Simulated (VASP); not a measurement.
# Rb4SrSn (F-43m) in VASP: notebook, part 2 of 2

VASP 6.6.1.

**3. Single point, PBE**

This run uses another cell than the first one, of 37.59 Å³/atom.

The input, INCAR:

```
PREC     = Accurate       # precision mode
ENCUT    = 520            # plane-wave cutoff, eV
EDIFF    = 1E-6           # SCF threshold, eV
ISMEAR   = 0              # smearing method
SIGMA    = 0.1            # smearing width, eV
LREAL    = False          # projectors in reciprocal space
LASPH    = True           # aspherical terms in the spheres
NELM     = 100            # most SCF steps
ALGO     = Fast           # electronic algorithm
ISIF     = 2              # what is computed and relaxed
LWAVE    = False          # write WAVECAR
LCHARG   = False          # write CHGCAR
GGA      = PE             # functional
NBANDS   = 39             # bands
```

The input, KPOINTS:

```
Automatic mesh
0
Gamma
  4 4 4
```

The input, POSCAR:

```
Rb4SrSn
1.0
    0.0000000000      4.8310935400      4.8310935400
    4.8310935400      0.0000000000      4.8310935400
    4.8310935400      4.8310935400      0.0000000000
Rb Sr Sn
4 1 1
Direct
    0.3749076300      0.8752771000      0.3749076300
    0.3749076300      0.3749076300      0.3749076300
    0.8752771000      0.3749076300      0.3749076300
    0.3749076300      0.3749076300      0.8752771000
    0.7500000000      0.7500000000      0.7500000000
    0.0000000000      0.0000000000      0.0000000000
```

Potentials or basis: VASP PAW PBE potentials, release 64 (Rb_sv, Sr_sv, Sn_d).

Started as:

```bash
> cat potpaw_PBE.64/Rb_sv/POTCAR potpaw_PBE.64/Sr_sv/POTCAR potpaw_PBE.64/Sn_d/POTCAR > POTCAR
> mpirun -np 1 vasp_std > vasp.out
```

OUTCAR:

```text
PREC = Accurate
   ENCUT = 520
   EDIFF = 1E-6
   ISMEAR = 0
   LREAL = False
   LASPH = True
   NELM = 100
   ISIF = 2
   GGA = PE

 ion  position               nearest neighbor table
   1  0.375  0.875  0.375-   2 3.41   3 3.41   4 3.41   3 3.42   4 3.42   2 3.42   6 4.01   6 4.01
                             6 4.01   5 4.01   5 4.01   5 4.01
   2  0.375  0.375  0.375-   1 3.41   3 3.41   4 3.41   3 3.42   1 3.42   4 3.42   6 4.01   6 4.01
                             6 4.01   5 4.01   5 4.01   5 4.01
   3  0.875  0.375  0.375-   1 3.41   2 3.41   4 3.41   1 3.42   4 3.42   2 3.42   6 4.01   6 4.01
                             6 4.01   5 4.01   5 4.01   5 4.01
   4  0.375  0.375  0.875-   1 3.41   2 3.41   3 3.41   1 3.42   3 3.42   2 3.42   6 4.01   6 4.01
                             6 4.01   5 4.01   5 4.01   5 4.01
   5  0.750  0.750  0.750-   1 4.01   4 4.01   3 4.01   4 4.01   1 4.01   3 4.01   2 4.01   2 4.01
                             2 4.01   1 4.01   3 4.01   4 4.01   6 4.18   6 4.18   6 4.18   6 4.18
   6  0.000  0.000  0.000-   1 4.01   3 4.01   4 4.01   2 4.01   2 4.01   2 4.01   1 4.01   3 4.01
                             4 4.01   1 4.01   3 4.01   4 4.01   5 4.18   5 4.18   5 4.18   5 4.18

  LATTYP: Found a face centered cubic cell.
 ALAT       =     9.6621870800

  Lattice vectors:

 A1 = (   0.0000000000,   4.8310935400,   4.8310935400)
 A2 = (   4.8310935400,   0.0000000000,   4.8310935400)
 A3 = (   4.8310935400,   4.8310935400,   0.0000000000)

Analysis of symmetry for initial positions (statically):
=====================================================================
 Subroutine PRICEL returns:
 Original cell was already a primitive cell.

 Routine SETGRP: Setting up the symmetry group for a
 face centered cubic supercell.

 Subroutine GETGRP returns: Found 24 space group operations
 (whereof 24 operations were pure point group operations)
 out of a pool of 48 trial point group operations.

The static configuration has the point symmetry T_d .

Analysis of symmetry for dynamics (positions and initial velocities):
=====================================================================
 Subroutine PRICEL returns:
 Original cell was already a primitive cell.

 Routine SETGRP: Setting up the symmetry group for a
 face centered cubic supercell.

 Subroutine GETGRP returns: Found 24 space group operations
 (whereof 24 operations were pure point group operations)
 out of a pool of 48 trial point group operations.

The dynamic configuration has the point symmetry T_d .

 Subroutine INISYM returns: Found 24 space group operations
 (whereof 24 operations are pure point group operations),
 and found     1 'primitive' translations

----------------------------------------------------------------------------------------

                                     Primitive cell

  volume of cell :     225.5103

  direct lattice vectors                    reciprocal lattice vectors
     0.000000000  4.831093540  4.831093540    -0.103496237  0.103496237  0.103496237
     4.831093540  0.000000000  4.831093540     0.103496237 -0.103496237  0.103496237
     4.831093540  4.831093540  0.000000000     0.103496237  0.103496237 -0.103496237

  length of vectors
     6.832198005  6.832198005  6.832198005     0.179260740  0.179260740  0.179260740

  position of ions in fractional coordinates (direct lattice)
[... 47 lines left out ...]
  0.250000  0.250000  0.000000      6.000000
  0.500000  0.250000  0.000000     24.000000
 -0.250000  0.250000  0.000000     12.000000
  0.500000  0.500000  0.000000      3.000000
 -0.250000  0.500000  0.250000      6.000000
   k-points           NKPTS =      8   k-points in BZ     NKDIM =      8   number of bands    NBANDS=     39
   number of dos      NEDOS =    301   number of ions     NIONS =      6
   total plane-waves  NPLWV = 157464
   dimension x,y,z NGX =    54 NGY =   54 NGZ =   54
   dimension x,y,z NGXF=   108 NGYF=  108 NGZF=  108
   ions per type =               4   1   1
   NGX,Y,Z   is equivalent  to a cutoff of  13.14, 13.14, 13.14 a.u.
   NGXF,Y,Z  is equivalent  to a cutoff of  26.28, 26.28, 26.28 a.u.
 SYSTEM =  unknown system
   PREC   = accura    normal or accurate (medium, high low for compatibility)
   ISTART =      0    job   : 0-new  1-cont  2-samecut
   ICHARG =      2    charge: 1-file 2-atom 10-const
   ISPIN  =      1    spin polarized calculation?
   LNONCOLLINEAR =      F non collinear calculations
   LSORBIT =      F    spin-orbit coupling
   LASPH  =      T    aspherical Exc in radial PAW
   ENCUT  =  520.0 eV  38.22 Ry    6.18 a.u.  12.70 12.70 12.70*2*pi/ulx,y,z
   NELM   =    100;   NELMIN=  2; NELMDL= -5     # of ELM steps
   EDIFF  = 0.1E-05   stopping-criterion for ELM
   LREAL  =      F    real-space projection
   EDIFFG = 0.1E-04   stopping-criterion for IOM
   NSW    =      0    number of steps for IOM
   IBRION =     -1    ionic relax: 0-MD 1-quasi-New 2-CG
   NFREE  =      0    steps in history (QN), initial steepest desc. (CG)
   ISIF   =      2    stress and relaxation
   ISYM   =      2    0-nonsym 1-usesym 2-fastsym
   POTIM  = 0.5000    time-step for ionic-motion
   TEBEG  =    0.0;   TEEND  =   0.0 temperature during run
   PSTRESS=    0.0 pullay stress
   NELECT =      60.0000    total number of electrons
   NUPDOWN=      -1.0000    fix difference up-down
   EMIN   =  10.00;   EMAX   =-10.00  energy-range for DOS
   EFERMI =   0.00;   METHOD = LEGACY
   ISMEAR =     0;   SIGMA  =   0.10  broadening in eV -4-tet -1-fermi 0-gaus
   EFERMI_NEDOS =   21; number of points for ismear=-14 and -15
   IALGO  =     68    algorithm
   IMIX   =      4    mixing-type and parameters
     AMIX     =   0.40;   BMIX     =  1.00
     AMIX_MAG =   1.60;   BMIX_MAG =  1.00
  volume/ion in A,a.u.               =      37.59       253.64
  Fermi-wavevector in a.u.,A,eV,Ry     =   1.052939  1.989766 15.084509  1.108680
  Thomas-Fermi vector in A             =   2.188041
   LORBIT       =      0    0 simple, 1 ext, 2 COOP (PROOUT), +10 PAW based schemes
   GGA     = PE    functional components
   LHFCALC =     F    Hartree Fock is set to
   AEXX    =    0.0000 exact exchange contribution
   IVDW    =     0    specifies the selected vdW correction
   LEPSILON=     F    determine dielectric tensor
   LRPA    =     F    only Hartree local field effects (RPA)
 non-spin polarized calculation
 RMM-DIIS sequential band-by-band and
 Gauss-broadening in eV      SIGMA  =   0.10
  energy-cutoff  :      520.00
  volume of cell :      225.51
 maximum number of plane-waves:      6116
 NGX is ok and might be reduce to    54
   NGX = 25   NGY = 25   NGZ = 25

 number of electron      60.0000006 magnetization

 Free energy of the ion-electron system (eV)
  ---------------------------------------------------
  ext. energy  EPLUGINS =         0.00000000
  ---------------------------------------------------
  free energy    TOTEN  =        -6.03859451 eV

  energy without entropy =       -6.02614074  energy(sigma->0) =       -6.03236763

 E-fermi :   3.3913     XC(G=0):  -8.3431

 val. band max:        3.2657644954   @ k =   0.5000   0.5000   0.0000
 cond. band min:       3.4118768802   @ k =   0.2500   0.0000   0.0000
 fundamental gap:      0.1461123848
 Fermi energy:         3.3913226143

 k-point     1 :       0.0000    0.0000    0.0000
  band No.  band energies     occupation
      1     -33.6109      2.00000
      2     -25.9570      2.00000
      3     -25.6573      2.00000
      4     -25.6573      2.00000
      5     -25.6573      2.00000
      6     -17.4237      2.00000
[... 325 lines left out ...]
     38       5.6542      0.00000
     39       5.6746      0.00000

------------------------ aborting loop because EDIFF is reached ----------------------------------------

  FORCE on cell =-STRESS in cart. coord.  units (eV):
  Direction    XX          YY          ZZ          XY          YZ          ZX
  --------------------------------------------------------------------------------------
  -------------------------------------------------------------------------------------
  Total        7.2958490      7.2958490      7.2958490      0.0000000      0.0000000      0.0000000
  in kB       51.8346400     51.8346400     51.8346400      0.0000000      0.0000000      0.0000000
  external PRESSURE =      51.8346400 kB  Pullay stress =       0.0000000 kB

 VOLUME and BASIS-vectors are now :
 -----------------------------------------------------------------------------
  energy-cutoff  :      520.00
  volume of cell :      225.51
      direct lattice vectors                 reciprocal lattice vectors
     0.000000000  4.831093540  4.831093540    -0.103496237  0.103496237  0.103496237
     4.831093540  0.000000000  4.831093540     0.103496237 -0.103496237  0.103496237
     4.831093540  4.831093540  0.000000000     0.103496237  0.103496237 -0.103496237

 POSITION                                       TOTAL-FORCE (eV/Angst)
 -----------------------------------------------------------------------------------
      6.03976      3.62243      6.03976         0.182159     -0.182159      0.182159
      3.62243      3.62243      3.62243        -0.182159     -0.182159     -0.182159
      3.62243      6.03976      6.03976        -0.182159      0.182159      0.182159
      6.03976      6.03976      3.62243         0.182159      0.182159     -0.182159
      7.24664      7.24664      7.24664         0.000000      0.000000      0.000000
      0.00000      0.00000      0.00000         0.000000      0.000000      0.000000
 -----------------------------------------------------------------------------------
    total drift:                                0.000059      0.000059      0.000059

  FREE ENERGIE OF THE ION-ELECTRON SYSTEM (eV)
  ---------------------------------------------------
  free  energy   TOTEN  =        -6.0385945122 eV

  energy  without entropy=       -6.0261407449  energy(sigma->0) =       -6.03236763
```

It took 5.9 min on 1 thread of Intel Xeon 6975P-C (Granite Rapids), shared host; peak memory 0.42 GiB.

Results:

- Free energy: -6.0386 eV
- Pressure: 5.2 GPa
- Largest force: 0.316 eV/Å
- Band gap on the k mesh: zero (bands 30 and 31 overlap by 0.46 eV)

Forces on the atoms (eV/Å):
```
Rb   0.182 -0.182  0.182
Rb  -0.182 -0.182 -0.182
Rb  -0.182  0.182  0.182
Rb   0.182  0.182 -0.182
Sr   0.000  0.000  0.000
Sn   0.000  0.000  0.000
```

Caveat: the cell stands under pressure; spin-orbit coupling is left out, which moves the levels of the heavy elements.

**4. Relaxation of cell and atoms, PBE**

This run uses another cell than the first one, of 37.59 Å³/atom.

The input, INCAR:

```
SYSTEM = Rb4SrSn
  ALGO = Normal
  EDIFF = 1E-7
  EDIFFG = -0.04
  ENCUT = 600
  GGA = PE
  IBRION = 2
  ISIF = 3
  ISMEAR = 0
  LASPH = .TRUE.
  LCHARG = .FALSE.
  LREAL = .FALSE.
  LWAVE = .FALSE.
  NELM = 100
  NSW = 90
  PREC = Accurate
  SIGMA = 0.1
```

The input, KPOINTS:

```
k-points
0
G
  4 4 4
  0 0 0
```

POSCAR is that of step 3.

Started as:

```bash
> cat potpaw_PBE.64/Rb_sv/POTCAR potpaw_PBE.64/Sr_sv/POTCAR potpaw_PBE.64/Sn_d/POTCAR > POTCAR
> mpirun -np 1 vasp_std > vasp.out
```

Wall time 4.8 min (1 thread of Intel Xeon 6975P-C (Granite Rapids), shared host); peak memory 0.5 GiB.

The run converged. Its results:

| Item | Value |
| --- | --- |
| Free energy | -7.5449 eV |
| Relaxed volume | 57.83 Å³/atom |
| Relaxed cell | a = 7.888 Å, b = 7.888 Å, c = 7.888 Å, α = 60.00°, β = 60.00°, γ = 60.00° |
| Space group after relaxing (to 0.1 Å) | F-43m (No. 216) |
| Energy gained by relaxing | 251.0 meV/atom |
| Ionic steps | 4 |
| Pressure after relaxing | 0.1 GPa |
| Largest force after relaxing | 0.017 eV/Å |
| Band gap on the k mesh | zero (bands 30 and 31 overlap by 0.29 eV) |

Forces on the atoms (eV/Å):
```
Rb  -0.010  0.010 -0.010
Rb   0.010  0.010  0.010
Rb   0.010 -0.010 -0.010
Rb  -0.010 -0.010  0.010
Sr   0.000  0.000  0.000
Sn   0.000  0.000  0.000
```

Step by step:
| step | energy change (eV) | largest force (eV/Å) | pressure (GPa) | volume (Å³) |
| --- | --- | --- | --- | --- |
| 1 | 0.0000 | 0.3159 | 5.19 | 225.51 |
| 2 | -0.9778 | 0.1987 | 2.41 | 267.66 |
| 3 | -1.4686 | 0.0300 | 0.49 | 326.19 |
| 4 | -1.5061 | 0.0172 | 0.10 | 346.99 |

Final structure:
```
CELL_PARAMETERS angstrom
0.00000 5.57738 5.57738
5.57738 0.00000 5.57738
5.57738 5.57738 0.00000
ATOMIC_POSITIONS crystal
Rb 0.37262 0.88214 0.37262
Rb 0.37262 0.37262 0.37262
Rb 0.88214 0.37262 0.37262
Rb 0.37262 0.37262 0.88214
Sr 0.75000 0.75000 0.75000
Sn 0.00000 0.00000 0.00000
```

Levels at points of the mesh, in eV from the Fermi level:
```
           k point  band 27  band 28  band 29  band 30  band 31  band 32  band 33  band 34
(0.00, 0.00, 0.00)    -1.93    -0.60    -0.60    -0.60     0.14     0.80     0.80     0.80
(0.50, 0.00, 0.00)    -1.91    -0.83    -0.54    -0.54     0.50     0.58     0.58     1.10
(0.50, 0.50, 0.00)    -1.73    -0.73    -0.73    -0.60    -0.19     0.94     0.94     1.15
```

Caveat: the volume moved by over 15 % at a fixed basis, so the end points are rough; spin-orbit coupling is left out, which moves the levels of the heavy elements.

**5. Relaxation of cell and atoms, PBE**

The input, INCAR:

```
SYSTEM = Rb4SrSn
PREC = Accurate ; ENCUT = 600
EDIFF = 1E-6 ; ISMEAR = 0
SIGMA = 0.1 ; LREAL = .FALSE.
LASPH = .TRUE. ; NELM = 60
ALGO = Fast ; ISIF = 3
LWAVE = .FALSE. ; LCHARG = .FALSE.
GGA = PE ; IBRION = 2
NSW = 100 ; EDIFFG = -0.01
```

The input, KPOINTS:

```
regular mesh
0
G
  6 6 6
  0 0 0
```

The input, POSCAR:

```
Rb4SrSn
1.0
    0.0000000000      5.5853677697      5.5853677697
    5.5853677697      0.0000000000      5.5853677697
    5.5853677697      5.5853677697      0.0000000000
Rb Sr Sn
4 1 1
Direct
    0.1181982893      0.6272672369      0.6272672369
    0.6272672369      0.1181982893      0.6272672369
    0.6272672369      0.6272672369      0.1181982893
    0.6272672369      0.6272672369      0.6272672369
    0.2500000000      0.2500000000      0.2500000000
    0.0000000000      0.0000000000      0.0000000000
```

Started as:

```bash
> cat potpaw_PBE.64/Rb_sv/POTCAR potpaw_PBE.64/Sr_sv/POTCAR potpaw_PBE.64/Sn_d/POTCAR > POTCAR
> mpirun -np 1 vasp_std > vasp.out
```

Run time: 22 min. Hardware: 1 thread of Intel Xeon 6975P-C (Granite Rapids), shared host; peak memory 0.73 GiB.

Results (log left out):

| Quantity | Value |
| --- | --- |
| Free energy | -7.5258 eV |
| Relaxed volume | 58.57 Å³/atom |
| Relaxed cell | a = 7.921 Å, b = 7.921 Å, c = 7.921 Å, α = 60.00°, β = 60.00°, γ = 60.00° |
| Space group after relaxing (to 0.1 Å) | F-43m (No. 216) |
| Energy gained by relaxing | 2.9 meV/atom |
| Ionic steps | 3 |
| Pressure after relaxing | 0.0 GPa |
| Largest force after relaxing | 0.006 eV/Å |
| Band gap on the k mesh | zero (bands 30 and 31 overlap by 0.18 eV) |

Forces in eV/Å, atoms in the order of the input:
```
Rb  -0.003  0.003  0.003
Rb   0.003 -0.003  0.003
Rb   0.003  0.003 -0.003
Rb  -0.003 -0.003 -0.003
Sr   0.000  0.000  0.000
Sn   0.000  0.000  0.000
```

Step by step:
```csv
step,energy change (eV),largest force (eV/Å),pressure (GPa),volume (Å³)
1,0.0000,0.0017,0.08,348.49
2,-0.0005,0.0045,0.04,350.03
3,-0.0174,0.0059,0.02,351.44
```

Final structure:
```xyz
6
Lattice="0.0000 5.6011 5.6011 5.6011 0.0000 5.6011 5.6011 5.6011 0.0000" Properties=species:S:1:pos:R:3 pbc="T T T"
Rb    7.0267    4.1755    4.1755
Rb    4.1755    7.0267    4.1755
Rb    4.1755    4.1755    7.0267
Rb    7.0267    7.0267    7.0267
Sr    2.8006    2.8006    2.8006
Sn    0.0000    0.0000    0.0000
```

Levels at points of the mesh, in eV from the Fermi level:
| k point | band 28 | band 29 | band 30 | band 31 | band 32 | band 33 |
| --- | --- | --- | --- | --- | --- | --- |
| (0.00, 0.00, 0.00) | -0.55 | -0.55 | -0.55 | 0.16 | 0.81 | 0.81 |
| (0.50, 0.00, 0.00) | -0.82 | -0.50 | -0.50 | 0.52 | 0.58 | 0.58 |
| (0.50, 0.50, 0.00) | -0.70 | -0.70 | -0.59 | -0.19 | 0.94 | 1.16 |

Caveat: spin-orbit coupling is left out, which moves the levels of the heavy elements.

**6. The runs side by side**

| task | cell | k mesh | cutoff (eV) | gap on the mesh (eV) | pressure (GPa) | relaxed volume (Å³/atom) | largest force (eV/Å) |
| --- | --- | --- | --- | --- | --- | --- | --- |
| single point | a = 7.899 Å, angles 60.0°, 6 atoms, atomic positions A | 4 × 4 × 4 | 520 | none | 0.1 | - | 0.01 |
| single point | a = 6.832 Å, angles 60.0°, 6 atoms, atomic positions B | 4 × 4 × 4 | 520 | none | 5.2 | - | 0.32 |
| relaxation of cell and atoms | relaxed from a = 6.832 Å, angles 60.0°, 6 atoms, atomic positions B | 4 × 4 × 4 | 600 | none | 0.1 | 57.83 | 0.02 |
| relaxation of cell and atoms | relaxed from a = 7.899 Å, angles 60.0°, 6 atoms, atomic positions A | 6 × 6 × 6 | 600 | none | 0.0 | 58.57 | 0.01 |

Alike in all rows: level PBE; potentials or basis VASP PAW PBE potentials, release 64 (Rb_sv, Sr_sv, Sn_d); no spin polarisation; smearing gaussian 0.1 eV.

Caveats: spin-orbit coupling is left out, which moves the levels of the heavy elements; the cell stands under pressure (at least some runs); the volume moved by over 15 % at a fixed basis, so the end points are rough (at least some runs).

Absolute energies hang on the potentials; compare differences alone.
